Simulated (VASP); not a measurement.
# InSb (Pmmn) in VASP: notebook

Runs on InSb. Level: LDA. Tasks: single point.

Everything below comes from runs of VASP 6.6.1. Logs are shortened: lines on timing, memory, paths and dates and some standing lists are left out, and cuts for length are marked.

## (1) The cell of the first run

The structure is orthorhombic, space group Pmmn (No. 59). The conventional cell has a = 5.248 Å, b = 5.595 Å, c = 3.000 Å, α = 90.00°, β = 90.00°, γ = 90.00°. In (site symmetry mm2) has 8 Sb at 2.67 to 3.76 Å and 6 In at 3.00 to 3.84 Å within 3.9 Å. Within 3.8 Å of Sb (site symmetry mm2) lie 8 In at 2.67 to 3.76 Å and 2 Sb at 3.00 Å.

## (2) Single point, LDA (22.03 Å³/atom)

File INCAR:

```
PREC     = Accurate       # precision mode
ENCUT    = 520            # plane-wave cutoff, eV
EDIFF    = 1E-7           # SCF threshold, eV
ISMEAR   = -1             # smearing method
SIGMA    = 0.08           # smearing width, eV
LREAL    = F              # projectors in reciprocal space
LASPH    = T              # aspherical terms in the spheres
NELM     = 100            # most SCF steps
ALGO     = Normal         # electronic algorithm
ISIF     = 2              # what is computed and relaxed
LWAVE    = F              # write WAVECAR
LCHARG   = F              # write CHGCAR
GGA      = CA             # functional
NBANDS   = 26             # bands
```

File KPOINTS:

```
regular mesh
0
Gamma
  6 6 11
```

File POSCAR:

```
InSb
1.0
    5.2476427844      0.0000000000      0.0000000000
    0.0000000000      5.5953958530      0.0000000000
    0.0000000000      0.0000000000      3.0004722510
In Sb
2 2
Direct
    0.0000000000      0.0000000000      0.0000000000
    0.5000000000      0.5000000000      0.0000000000
    0.5000000000      0.0000000000      0.8350000000
    0.0000000000      0.5000000000      0.1650000000
```

Potentials or basis: VASP PAW LDA potentials, release 64 (In_d, Sb).

Launch:

```console
$ cat potpaw_LDA.64/In_d/POTCAR potpaw_LDA.64/Sb/POTCAR > POTCAR
$ mpirun -np 1 vasp_std > vasp.out
```

OUTCAR:

```text
PREC = Accurate
   ENCUT = 520
   EDIFF = 1E-7
   ISMEAR = -1
   LREAL = F
   LASPH = T
   NELM = 100
   ISIF = 2
   GGA = CA

 ion  position               nearest neighbor table
   1  0.000  0.000  0.000-   3 2.67   3 2.67   4 2.84   4 2.84   3 3.63   3 3.63   4 3.76   4 3.76
                             2 3.84   2 3.84   2 3.84   2 3.84
   2  0.500  0.500  0.000-   4 2.67   4 2.67   3 2.84   3 2.84   4 3.63   4 3.63   3 3.76   3 3.76
                             1 3.84   1 3.84   1 3.84   1 3.84
   3  0.500  0.000  0.835-   1 2.67   1 2.67   2 2.84   2 2.84   1 3.63   1 3.63   2 3.76   2 3.76

   4  0.000  0.500  0.165-   2 2.67   2 2.67   1 2.84   1 2.84   2 3.63   2 3.63   1 3.76   1 3.76

  LATTYP: Found a simple orthorhombic cell.
 ALAT       =     3.0004722510
 B/A-ratio  =     1.7489389487
 C/A-ratio  =     1.8648383937

  Lattice vectors:

 A1 = (   0.0000000000,   0.0000000000,   3.0004722510)
 A2 = (   5.2476427844,   0.0000000000,   0.0000000000)
 A3 = (   0.0000000000,   5.5953958530,   0.0000000000)

Analysis of symmetry for initial positions (statically):
=====================================================================
 Subroutine PRICEL returns:
 Original cell was already a primitive cell.

 Routine SETGRP: Setting up the symmetry group for a
 simple orthorhombic supercell.

 Subroutine GETGRP returns: Found  8 space group operations
 (whereof  4 operations were pure point group operations)
 out of a pool of  8 trial point group operations.

The static configuration has the point symmetry C_2v.
 The point group associated with its full space group is D_2h.

Analysis of symmetry for dynamics (positions and initial velocities):
=====================================================================
 Subroutine PRICEL returns:
 Original cell was already a primitive cell.

 Routine SETGRP: Setting up the symmetry group for a
 simple orthorhombic supercell.

 Subroutine GETGRP returns: Found  8 space group operations
 (whereof  4 operations were pure point group operations)
 out of a pool of  8 trial point group operations.

The dynamic configuration has the point symmetry C_2v.
 The point group associated with its full space group is D_2h.

 Subroutine INISYM returns: Found  8 space group operations
 (whereof  4 operations are pure point group operations),
 and found     1 'primitive' translations

----------------------------------------------------------------------------------------

                                     Primitive cell

  volume of cell :      88.1018

  direct lattice vectors                    reciprocal lattice vectors
     5.247642784  0.000000000  0.000000000     0.190561751  0.000000000  0.000000000
     0.000000000  5.595395853  0.000000000     0.000000000  0.178718365  0.000000000
     0.000000000  0.000000000  3.000472251     0.000000000  0.000000000  0.333280869

  length of vectors
     5.247642784  5.595395853  3.000472251     0.190561751  0.178718365  0.333280869

  position of ions in fractional coordinates (direct lattice)
     0.000000000  0.000000000  0.000000000
     0.500000000  0.500000000  0.000000000
     0.500000000  0.000000000  0.835000000
     0.000000000  0.500000000  0.165000000

  ion indices of the primitive-cell ions
   primitive index   ion index
                 1           1
                 2           2
                 3           3
                 4           4

----------------------------------------------------------------------------------------

 KPOINTS: regular mesh

Automatic generation of k-mesh.
 Grid dimensions read from file:
 generate k-points for:    6    6   11

 Generating k-lattice:

  Cartesian coordinates                     Fractional coordinates (reciprocal lattice)
     0.031760292  0.000000000  0.000000000     0.166666667  0.000000000  0.000000000
     0.000000000  0.029786394  0.000000000     0.000000000  0.166666667  0.000000000
     0.000000000  0.000000000  0.030298261     0.000000000  0.000000000  0.090909091

  Length of vectors
     0.031760292  0.029786394  0.030298261

  Shift w.r.t. Gamma in fractional coordinates (k-lattice)
     0.000000000  0.000000000  0.000000000

 Subroutine IBZKPT returns following result:
 ===========================================

 Found     96 irreducible k-points:

 Following reciprocal coordinates:
            Coordinates               Weight
  0.000000  0.000000  0.000000      1.000000
  0.166667  0.000000  0.000000      2.000000
  0.333333  0.000000  0.000000      2.000000
  0.500000  0.000000  0.000000      1.000000
  0.000000  0.166667  0.000000      2.000000
  0.166667  0.166667  0.000000      4.000000
[... 16 lines left out ...]
  0.333333  0.166667  0.090909      8.000000
  0.500000  0.166667  0.090909      4.000000
 [... further k-points ...]
   k-points           NKPTS =     96   k-points in BZ     NKDIM =     96   number of bands    NBANDS=     26
[... 70 lines left out ...]
 Fermi energy:        10.2842556669

 k-point     1 :       0.0000    0.0000    0.0000
  band No.  band energies     occupation
      1      -5.2304      2.00000
      2      -5.1738      2.00000
      3      -5.0052      2.00000
      4      -4.7834      2.00000
      5      -4.7537      2.00000
      6      -4.5852      2.00000
[... 18 lines left out ...]
     25      19.5419      0.00000
     26      19.8898      0.00000

 k-point     2 :       0.1667    0.0000    0.0000
  band No.  band energies     occupation
      1      -5.1885      2.00000
      2      -5.1527      2.00000
      3      -5.0094      2.00000
      4      -4.7744      2.00000
      5      -4.7663      2.00000
      6      -4.6033      2.00000
[... 18 lines left out ...]
     25      19.5242      0.00000
     26      19.9372      0.00000

 k-point     3 :       0.3333    0.0000    0.0000
  band No.  band energies     occupation
      1      -5.1074      2.00000
      2      -5.0870      2.00000
      3      -5.0149      2.00000
      4      -4.8198      2.00000
      5      -4.7469      2.00000
      6      -4.6487      2.00000
[... 18 lines left out ...]
     25      18.4006      0.00000
     26      18.6351      0.00000

 k-point     4 :       0.5000    0.0000    0.0000
  band No.  band energies     occupation
      1      -5.0677      2.00000
      2      -5.0677      2.00000
      3      -4.9262      2.00000
      4      -4.9262      2.00000
      5      -4.7022      2.00000
      6      -4.7022      2.00000
[... 18 lines left out ...]
     25      17.9236      0.00000
     26      17.9236      0.00000

 k-point     5 :       0.0000    0.1667    0.0000
  band No.  band energies     occupation
      1      -5.2047      2.00000
      2      -5.1624      2.00000
      3      -5.0045      2.00000
      4      -4.7764      2.00000
      5      -4.7724      2.00000
      6      -4.6010      2.00000
[... 18 lines left out ...]
     25      19.4577      0.00000
     26      19.6423      0.00000

 k-point     6 :       0.1667    0.1667    0.0000
  band No.  band energies     occupation
      1      -5.1653      2.00000
      2      -5.1433      2.00000
      3      -5.0073      2.00000
      4      -4.7845      2.00000
      5      -4.7642      2.00000
      6      -4.6170      2.00000
[... 427 lines left out ...]
 k-point    21 :       0.0000    0.1667    0.0909
  band No.  band energies     occupation
      1      -5.1864      2.00000
      2      -5.1195      2.00000
      3      -4.9533      2.00000
      4      -4.7686      2.00000
      5      -4.7682      2.00000
      6      -4.5990      2.00000
[... 18 lines left out ...]
     25      19.0762      0.00000
     26      19.9046      0.00000

 k-point    22 :       0.1667    0.1667    0.0909
  band No.  band energies     occupation
      1      -5.1476      2.00000
      2      -5.0993      2.00000
      3      -4.9575      2.00000
      4      -4.7783      2.00000
      5      -4.7596      2.00000
      6      -4.6144      2.00000
[... 18 lines left out ...]
     25      18.1756      0.00000
     26      18.9756      0.00000

 k-point    23 :       0.3333    0.1667    0.0909
  band No.  band energies     occupation
      1      -5.0592      2.00000
      2      -5.0512      2.00000
      3      -4.9646      2.00000
      4      -4.8184      2.00000
      5      -4.7366      2.00000
      6      -4.6533      2.00000
[... 18 lines left out ...]
     25      17.4352      0.00000
     26      18.1651      0.00000

 k-point    24 :       0.5000    0.1667    0.0909
  band No.  band energies     occupation
      1      -5.0212      2.00000
      2      -5.0212      2.00000
      3      -4.9041      2.00000
      4      -4.9041      2.00000
      5      -4.6989      2.00000
      6      -4.6989      2.00000
[... 18 lines left out ...]
     25      17.6259      0.00000
     26      17.6259      0.00000

 [... further k-points ...]

------------------------ aborting loop because EDIFF is reached ----------------------------------------

  FORCE on cell =-STRESS in cart. coord.  units (eV):
  Direction    XX          YY          ZZ          XY          YZ          ZX
  --------------------------------------------------------------------------------------
  -------------------------------------------------------------------------------------
  Total       18.4340416      8.7901463      5.1908097      0.0000000      0.0000000      0.0000000
  in kB      335.2327577    159.8534415     94.3976088      0.0000000      0.0000000      0.0000000
  external PRESSURE =     196.4946027 kB  Pullay stress =       0.0000000 kB

 VOLUME and BASIS-vectors are now :
 -----------------------------------------------------------------------------
  energy-cutoff  :      520.00
  volume of cell :       88.10
      direct lattice vectors                 reciprocal lattice vectors
     5.247642784  0.000000000  0.000000000     0.190561751  0.000000000  0.000000000
     0.000000000  5.595395853  0.000000000     0.000000000  0.178718365  0.000000000
     0.000000000  0.000000000  3.000472251     0.000000000  0.000000000  0.333280869

 POSITION                                       TOTAL-FORCE (eV/Angst)
 -----------------------------------------------------------------------------------
      0.00000      0.00000      0.00000         0.000000      0.000000      0.296255
      2.62382      2.79770      0.00000         0.000000      0.000000     -0.296255
      2.62382      0.00000      2.50539         0.000000      0.000000     -0.792520
      0.00000      2.79770      0.49508         0.000000      0.000000      0.792520
 -----------------------------------------------------------------------------------
    total drift:                               -0.000000      0.000000     -0.000000

  FREE ENERGIE OF THE ION-ELECTRON SYSTEM (eV)
  ---------------------------------------------------
  free  energy   TOTEN  =       -14.9409245548 eV

  energy  without entropy=      -14.9115214801  energy(sigma->0) =      -14.92622302
```

Run time: 68 s. Hardware: 1 thread of Intel Xeon 6975P-C (Granite Rapids), shared host; peak memory 0.3 GiB.

What came out:

| Quantity | Value |
| --- | --- |
| Free energy | -14.9409 eV |
| Pressure | 19.6 GPa |
| Largest force | 0.793 eV/Å |
| Band gap on the k mesh | zero (bands 18 and 19 overlap by 3.62 eV) |

Forces on the atoms (eV/Å):
```
In   0.000  0.000  0.296
In   0.000  0.000 -0.296
Sb   0.000  0.000 -0.793
Sb   0.000  0.000  0.793
```

Levels at points of the mesh, in eV from the Fermi level:
```csv
k point,band 15,band 16,band 17,band 18,band 19,band 20,band 21,band 22
"(0.00, 0.00, 0.00)",-6.09,-3.17,-2.53,-2.40,3.03,4.49,4.54,6.47
"(0.50, 0.00, 0.00)",-4.79,-4.79,1.03,1.03,4.60,4.60,4.88,4.88
"(0.00, 0.50, 0.00)",-4.96,-4.96,-0.42,-0.42,4.10,4.10,4.74,4.74
"(0.50, 0.50, 0.00)",-0.41,-0.41,1.27,1.27,2.46,2.46,2.94,2.94
```

Caveat: the cell stands under pressure; spin-orbit coupling is left out, which moves the levels of the heavy elements.

## (3) Single point, LDA (22.96 Å³/atom)

This run uses another cell than the first one, of 22.96 Å³/atom.

File INCAR:

```
SYSTEM = InSb
ALGO     = Normal         ! electronic algorithm
EDIFF    = 1E-6           ! SCF threshold, eV
ENCUT    = 520            ! plane-wave cutoff, eV
GGA      = CA             ! functional
ISIF     = 2              ! what is computed and relaxed
ISMEAR   = -1             ! smearing method
LASPH    = .True.         ! aspherical terms in the spheres
LCHARG   = .False.        ! write CHGCAR
LREAL    = .False.        ! projectors in reciprocal space
LWAVE    = .False.        ! write WAVECAR
NBANDS   = 26             ! bands
NELM     = 80             ! most SCF steps
PREC     = Accurate       ! precision mode
SIGMA    = 0.08           ! smearing width, eV
```

File KPOINTS:

```
k-points
0
Gamma
  6 6 11
  0 0 0
```

File POSCAR:

```
InSb
1.0
    5.3210458966      0.0000000000      0.0000000000
    0.0000000000      5.6736632744      0.0000000000
    0.0000000000      0.0000000000      3.0424423336
In Sb
2 2
Direct
    0.0000000000      0.0000000000      0.0000000000
    0.5000000000      0.5000000000      0.0000000000
    0.5000000000      0.0000000000      0.8350000000
    0.0000000000      0.5000000000      0.1650000000
```

Potentials or basis: VASP PAW LDA potentials, release 64 (In_d, Sb).

Launch:

```console
$ cat potpaw_LDA.64/In_d/POTCAR potpaw_LDA.64/Sb/POTCAR > POTCAR
$ mpirun -np 1 vasp_std > vasp.out
```

It took 64 s on 1 thread of Intel Xeon 6975P-C (Granite Rapids), shared host; peak memory 0.31 GiB.

It converged, with:

* Free energy: -15.3355 eV
* Pressure: 14.2 GPa
* Largest force: 0.669 eV/Å
* Band gap on the k mesh: zero (bands 18 and 19 overlap by 3.40 eV)

Forces in eV/Å, atoms in the order of the input:
```
In   0.000  0.000  0.264
In   0.000  0.000 -0.264
Sb   0.000  0.000 -0.669
Sb   0.000  0.000  0.669
```

Stress tensor (GPa, compression positive):
```
26.14  0.00  0.00
 0.00 10.97  0.00
 0.00  0.00  5.38
```

Levels at points of the mesh, in eV from the Fermi level:
```
           k point  band 16  band 17  band 18  band 19  band 20  band 21
(0.00, 0.00, 0.00)    -3.02    -2.66    -2.27     3.10     4.36     4.37
(0.50, 0.00, 0.00)    -4.55     1.00     1.00     4.38     4.38     4.72
(0.00, 0.50, 0.00)    -4.73    -0.39    -0.39     3.93     3.93     4.58
(0.50, 0.50, 0.00)    -0.41     1.30     1.30     2.43     2.43     2.80
```

Caveat: the cell stands under pressure; spin-orbit coupling is left out, which moves the levels of the heavy elements.

## (4) Single point, LDA (23.67 Å³/atom)

This run uses another cell than the first one, of 23.67 Å³/atom.

File INCAR:

```
ALGO = Normal
EDIFF = 1E-6
ENCUT = 520
GGA = CA
ISIF = 2
ISMEAR = -1
LASPH = True
LCHARG = True
LELF = True
LREAL = False
LVHAR = True
LWAVE = False
NBANDS = 26
NELM = 60
PREC = Accurate
SIGMA = 0.08
```

File KPOINTS:

```
k-points
0
Gamma
  6 6 11
```

File POSCAR:

```
InSb
1.0
    5.3747974729      0.0000000000      0.0000000000
    0.0000000000      5.7309768836      0.0000000000
    0.0000000000      0.0000000000      3.0731761545
In Sb
2 2
Direct
    0.0000000000      0.0000000000      0.0000000000
    0.5000000000      0.5000000000      0.0000000000
    0.5000000000      0.0000000000      0.8350000000
    0.0000000000      0.5000000000      0.1650000000
```

Launch:

```console
$ cat potpaw_LDA.64/In_d/POTCAR potpaw_LDA.64/Sb/POTCAR > POTCAR
$ mpirun -np 1 vasp_std > vasp.out
```

Wall time 68 s (1 thread of Intel Xeon 6975P-C (Granite Rapids), shared host); peak memory 0.32 GiB.

Results (log left out):

| Property | Result |
| --- | --- |
| Free energy | -15.5542 eV |
| Pressure | 10.8 GPa |
| Largest force | 0.589 eV/Å |
| Band gap on the k mesh | zero (bands 18 and 19 overlap by 3.25 eV) |

Forces on the atoms (eV/Å):
```
In   0.000  0.000  0.242
In   0.000  0.000 -0.242
Sb   0.000  0.000 -0.589
Sb   0.000  0.000  0.589
```

Stress tensor (GPa, compression positive):
```
21.48  0.00  0.00
 0.00  7.86  0.00
 0.00  0.00  2.94
```

Levels at points of the mesh, in eV from the Fermi level:
| k point | band 14 | band 15 | band 16 | band 17 | band 18 | band 19 | band 20 | band 21 | band 22 | band 23 |
| --- | --- | --- | --- | --- | --- | --- | --- | --- | --- | --- |
| (0.00, 0.00, 0.00) | -5.76 | -5.68 | -2.92 | -2.75 | -2.17 | 3.15 | 4.24 | 4.26 | 6.22 | 7.25 |
| (0.50, 0.00, 0.00) | -6.76 | -4.38 | -4.38 | 0.98 | 0.98 | 4.23 | 4.23 | 4.61 | 4.61 | 6.57 |
| (0.00, 0.50, 0.00) | -5.91 | -4.57 | -4.57 | -0.37 | -0.37 | 3.80 | 3.80 | 4.46 | 4.46 | 6.43 |
| (0.50, 0.50, 0.00) | -8.55 | -0.40 | -0.40 | 1.31 | 1.31 | 2.40 | 2.40 | 2.69 | 2.69 | 4.58 |

Caveat: the cell stands under pressure; spin-orbit coupling is left out, which moves the levels of the heavy elements.

## (5) Overview

```tsv
cell	gap on the mesh (eV)	pressure (GPa)	largest force (eV/Å)
a = 5.248, b = 5.595, c = 3.000 Å, 4 atoms	none	19.6	0.79
a = 5.321, b = 5.674, c = 3.042 Å, 4 atoms	none	14.2	0.67
a = 5.375, b = 5.731, c = 3.073 Å, 4 atoms	none	10.8	0.59
```

Alike in all rows: task single point; level LDA; potentials or basis VASP PAW LDA potentials, release 64 (In_d, Sb); no spin polarisation; k mesh 6 × 6 × 11; cutoff (eV) 520; smearing fermi-dirac 0.08 eV.

Caveats: the cell stands under pressure; spin-orbit coupling is left out, which moves the levels of the heavy elements.

Absolute energies hang on the potentials; compare differences alone.
